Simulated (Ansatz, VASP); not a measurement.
## Tl: VASP beside Ansatz

```
Tl
1.0
     2.88711    0.00000    0.00000
     0.00000    2.88711    0.00000
     0.00000    0.00000    2.88711
Tl
1
Direct
  0.00000 0.00000 0.00000
```

Change from the starting cell: volume scaled by 0.7, LAPW.

Alike in both runs: task single point; functional PBE; k mesh 12 × 12 × 12; occupations fermi-dirac, width 0.08 eV; no spin polarisation.

```csv
,VASP,Ansatz
version,VASP 6.6.1,Ansatz 0.2.0
potentials or method,"VASP PAW PBE potentials, release 64 (Tl_d), cutoff 520 eV","all-electron LAPW, scalar-relativistic"
```

Ansatz gave:

```
pressure (GPa) : 20.2
```

Q: Estimate VASP's values.

A: Pressure (GPa): 20.1.

Ansatz ran all-electron here, and VASP with PAW potentials.

Neither program's run includes spin-orbit coupling.
